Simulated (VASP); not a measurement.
# WS2 in VASP: single point with PBE+D3(BJ)

Aim: the single point of WS2 with PBE+D3(BJ).

Everything below comes from runs of VASP 6.6.1. Logs are shortened: lines on timing, memory, paths and dates and some standing lists are left out, and cuts for length are marked.

## (1) The cell of the first run

The cell holds a slab with vacuum, 6 atoms: a = 3.160 Å, b = 3.160 Å, c = 45.207 Å, α = 90.00°, β = 90.00°, γ = 120.00°.

## (2) Single point, PBE+D3(BJ)

Contents of INCAR:

```
PREC = Accurate
ENCUT = 520
EDIFF = 1E-7
ISMEAR = 0
SIGMA = 0.02
LREAL = False
LASPH = True
NELM = 80
ALGO = Normal
ISIF = 2
LWAVE = False
LCHARG = False
LDIPOL = True
IDIPOL = 3
DIPOL = 0.5 0.5 0.500
GGA = PE
IVDW = 12
NBANDS = 35
```

Contents of KPOINTS:

```
regular mesh
0
Gamma
  12 12 1
```

Contents of POSCAR:

```
WS2
1.0
    3.1597400268      0.0000000000      0.0000000000
   -1.5798700134      2.7364151325      0.0000000000
    0.0000000000      0.0000000000     45.2072918720
S W
4 2
Direct
    0.3333333334      0.6666666667      0.3969119248
    0.3334609706      0.6669219412      0.4665623002
    0.8333333333      0.6666666667      0.5334377043
    0.8332066620      0.6664133240      0.6030880875
    0.6667483458      0.3334966916      0.4317682402
    0.1666212733      0.3332425467      0.5682317430
```

Potentials or basis: VASP PAW PBE potentials, release 64 (S, W_sv).

Started as:

```sh
$ cat potpaw_PBE.64/S/POTCAR potpaw_PBE.64/W_sv/POTCAR > POTCAR
$ mpirun -np 1 vasp_std > vasp.out
```

OUTCAR:

```text
PREC = Accurate
   ENCUT = 520
   EDIFF = 1E-7
   ISMEAR = 0
   LREAL = False
   LASPH = True
   NELM = 80
   ISIF = 2
   GGA = PE
   IVDW = 12
 IVDW          = 12

 ion  position               nearest neighbor table
   1  0.333  0.667  0.397-   5 2.41   5 2.41   5 2.41
   2  0.333  0.667  0.467-   5 2.41   5 2.41   5 2.41
   3  0.833  0.667  0.533-   6 2.41   6 2.41   6 2.41
   4  0.833  0.666  0.603-   6 2.41   6 2.41   6 2.41
   5  0.667  0.333  0.432-   2 2.41   2 2.41   2 2.41   1 2.41   1 2.41   1 2.41
   6  0.167  0.333  0.568-   3 2.41   3 2.41   3 2.41   4 2.41   4 2.41   4 2.41

  LATTYP: Found a hexagonal cell.
 ALAT       =     3.1597400268
 C/A-ratio  =    14.3072820829

  Lattice vectors:

 A1 = (   3.1597400268,   0.0000000000,   0.0000000000)
 A2 = (  -1.5798700134,   2.7364151325,   0.0000000000)
 A3 = (   0.0000000000,   0.0000000000,  45.2072918720)

Analysis of symmetry for initial positions (statically):
=====================================================================
 Subroutine PRICEL returns:
 Original cell was already a primitive cell.

 Routine SETGRP: Setting up the symmetry group for a
 hexagonal supercell.

 Subroutine GETGRP returns: Found  2 space group operations
 (whereof  2 operations were pure point group operations)
 out of a pool of 24 trial point group operations.

The static configuration has the point symmetry C_1h.

Analysis of symmetry for dynamics (positions and initial velocities):
=====================================================================
 Subroutine PRICEL returns:
 Original cell was already a primitive cell.

 Routine SETGRP: Setting up the symmetry group for a
 hexagonal supercell.

 Subroutine GETGRP returns: Found  2 space group operations
 (whereof  2 operations were pure point group operations)
 out of a pool of 24 trial point group operations.

The dynamic configuration has the point symmetry C_1h.

 Subroutine INISYM returns: Found  2 space group operations
 (whereof  2 operations are pure point group operations),
 and found     1 'primitive' translations

----------------------------------------------------------------------------------------

                                     Primitive cell

  volume of cell :     390.8785

  direct lattice vectors                    reciprocal lattice vectors
     3.159740027  0.000000000  0.000000000     0.316481733  0.182720814  0.000000000
    -1.579870013  2.736415132  0.000000000     0.000000000  0.365441628  0.000000000
     0.000000000  0.000000000 45.207291872     0.000000000  0.000000000  0.022120325

  length of vectors
     3.159740027  3.159740027 45.207291872     0.365441628  0.365441628  0.022120325
[... 103 lines left out ...]
   EFERMI =   0.00;   METHOD = LEGACY
   ISMEAR =     0;   SIGMA  =   0.02  broadening in eV -4-tet -1-fermi 0-gaus
   EFERMI_NEDOS =   21; number of points for ismear=-14 and -15
   IALGO  =     38    algorithm
   IMIX   =      4    mixing-type and parameters
     AMIX     =   0.40;   BMIX     =  1.00
     AMIX_MAG =   1.60;   BMIX_MAG =  1.00
  volume/ion in A,a.u.               =      65.15       439.63
  Fermi-wavevector in a.u.,A,eV,Ry     =   0.835722  1.579286  9.502742  0.698432
  Thomas-Fermi vector in A             =   1.949328
   LORBIT       =      0    0 simple, 1 ext, 2 COOP (PROOUT), +10 PAW based schemes
   GGA     = PE    functional components
   LHFCALC =     F    Hartree Fock is set to
   AEXX    =    0.0000 exact exchange contribution
   IVDW    =    12    specifies the selected vdW correction
   LEPSILON=     F    determine dielectric tensor
   LRPA    =     F    only Hartree local field effects (RPA)
 non-spin polarized calculation
 Gauss-broadening in eV      SIGMA  =   0.02
  energy-cutoff  :      520.00
  volume of cell :      390.88
 maximum number of plane-waves:     10578
   NGX = 11   NGY = 11   NGZ =169

 dipolmoment           0.000000      0.000000     -0.000000 electrons x Angstroem

 number of electron      51.9999997 magnetization

 dipolmoment           0.000000      0.000000      0.000004 electrons x Angstroem

 Free energy of the ion-electron system (eV)
  ---------------------------------------------------
  ext. energy  EPLUGINS =         0.00000000
  ---------------------------------------------------
  free energy    TOTEN  =       -47.26054583 eV

  energy without entropy =      -47.26054583  energy(sigma->0) =      -47.26054583

 E-fermi :  -1.6662     XC(G=0):  -3.2289

 val. band max:       -1.8662038542   @ k =   0.0000   0.0000   0.0000
 cond. band min:      -0.4331043517   @ k =   0.1667   0.1667   0.0000
 fundamental gap:      1.4330995025
 Fermi energy:        -1.6662217347

 k-point     1 :       0.0000    0.0000    0.0000
  band No.  band energies     occupation
      1     -76.2553      2.00000
      2     -76.2553      2.00000
      3     -40.5090      2.00000
      4     -40.5090      2.00000
      5     -40.3342      2.00000
      6     -40.3342      2.00000
[... 901 lines left out ...]
     34       2.4507      0.00000
     35       4.0625      0.00000

 [... further k-points ...]

------------------------ aborting loop because EDIFF is reached ----------------------------------------

 vacuum level on the upper side and lower side of the slab       (xc-potential included)        -0.096        -0.096

 Edisp (eV)   -2.19357

 E8    (eV) :    -0.9540

  FORCE on cell =-STRESS in cart. coord.  units (eV):
  Direction    XX          YY          ZZ          XY          YZ          ZX
  --------------------------------------------------------------------------------------
  -------------------------------------------------------------------------------------
  Total       0.01939    -0.26203    -0.03139     0.00000    -0.00031     0.00000
  in kB       0.07946    -1.07403    -0.12867     0.00000    -0.00125     0.00000
  external pressure =       -0.37 kB  Pullay stress =        0.00 kB

 VOLUME and BASIS-vectors are now :
 -----------------------------------------------------------------------------
  energy-cutoff  :      520.00
  volume of cell :      390.88
      direct lattice vectors                 reciprocal lattice vectors
     3.159740027  0.000000000  0.000000000     0.316481733  0.182720814  0.000000000
    -1.579870013  2.736415132  0.000000000     0.000000000  0.365441628  0.000000000
     0.000000000  0.000000000 45.207291872     0.000000000  0.000000000  0.022120325

 POSITION                                       TOTAL-FORCE (eV/Angst)
 -----------------------------------------------------------------------------------
      0.00000      1.82428     17.94331        -0.000000     -0.000311     -0.003102
      0.00000      1.82498     21.09202        -0.000000      0.000194     -0.002936
      1.57987      1.82428     24.11527         0.000000      0.000123      0.002937
      1.57987      1.82358     27.26398         0.000000     -0.000334      0.003087
      1.57987      0.91259     19.51907         0.000000      0.000193      0.001775
     -0.00000      0.91189     25.68822        -0.000000      0.000136     -0.001761
 -----------------------------------------------------------------------------------
    total drift:                                0.000000     -0.000057     -0.000001

  FREE ENERGIE OF THE ION-ELECTRON SYSTEM (eV)
  ---------------------------------------------------
  free  energy   TOTEN  =       -49.4541150570 eV

  energy  without entropy=      -49.4541150570  energy(sigma->0) =      -49.45411506

 vacuum level on the upper side and lower side of the slab         3.324         3.324
```

stdout:

```text
POSCAR found type information on POSCAR S W
 POSCAR found :  2 types and       6 ions
 scaLAPACK will be used
 LDA part: xc-table for (Slater+PW92), standard interpolation
 POSCAR, INCAR and KPOINTS ok, starting setup
 FFT: planning ... GRIDC
 FFT: planning ... GRID_SOFT
 FFT: planning ... GRID
 WAVECAR not read
 entering main loop
```

Wall time 17 min (1 thread of Intel Xeon Platinum 8259CL at 2.50GHz (Skylake/Cascade Lake), shared host); peak memory 0.73 GiB.

What came out:

```yaml
Free_energy: -49.4541 eV
Largest_force: 0.003 eV/Å
Band_gap_on_the_k_mesh: 1.43 eV (least direct gap 1.90 eV)
Dispersion_energy_per_atom: -0.366 eV
```

Forces on the atoms (eV/Å):
```
S    0.000  0.000 -0.003
S    0.000  0.000 -0.003
S    0.000  0.000  0.003
S    0.000  0.000  0.003
W    0.000  0.000  0.002
W    0.000  0.000 -0.002
```

Caveat: spin-orbit coupling is left out, which moves the levels of the heavy elements.
